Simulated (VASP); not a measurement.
Be: density of states with PBE+D3(BJ)

Be:

```
CELL_PARAMETERS angstrom
2.48204 0.00000 0.00000
0.00000 3.43931 0.00000
0.00000 0.00000 3.43931
ATOMIC_POSITIONS crystal
Be 0.75000 0.75000 0.75000
Be 0.25000 0.25000 0.75000
Be 0.25000 0.75000 0.25000
Be 0.75000 0.25000 0.25000
```

```json
{"Program": "VASP 6.6.1", "Task": "density of states", "Functional": "PBE", "Dispersion": "D3(BJ)", "Potentials or basis": "VASP PAW PBE potentials, release 64 (Be)", "Cutoff": "520 eV", "k mesh": "16 × 12 × 12", "Occupations": "gaussian, width 0.1 eV", "Spin": "no spin polarisation", "Dipole correction": "no", "k mesh for the DOS": "24 × 18 × 18", "Occupations for the DOS": "tetrahedron", "Further INCAR settings": "ALGO = Normal; EDIFF = 1e-07; NBANDS = 12"}
```

The valence electrons inside the program's atomic spheres are Be 1.25 and the dispersion energy per atom is -0.383 eV.

Levels at points of the mesh, in eV from the Fermi level:
```csv
k point,band 1,band 2,band 3,band 4,band 5,band 6,band 7,band 8,band 9
"(0.00, 0.00, 0.00)",-12.70,-5.43,-5.43,0.72,0.72,3.59,4.43,4.43,9.82
"(0.50, 0.00, 0.00)",-8.23,-8.23,0.51,0.51,0.51,0.51,0.67,0.67,9.99
"(0.00, 0.50, 0.00)",-10.43,-10.43,-2.40,-2.40,1.67,1.67,6.53,6.53,11.01
"(0.50, 0.50, 0.00)",-6.08,-6.08,-6.08,-6.08,3.49,3.49,3.49,3.49,8.00
"(0.00, 0.50, 0.50)",-8.05,-8.05,-8.05,-8.05,9.44,9.44,9.44,9.44,10.22
"(0.50, 0.50, 0.50)",-5.60,-5.60,-5.60,-5.60,0.46,0.46,0.46,0.46,13.07
```

It took 110 s on 1 thread of Intel(R) Xeon(R) Platinum 8488C (Sapphire Rapids), on a shared host, peak memory 0.31 GiB.
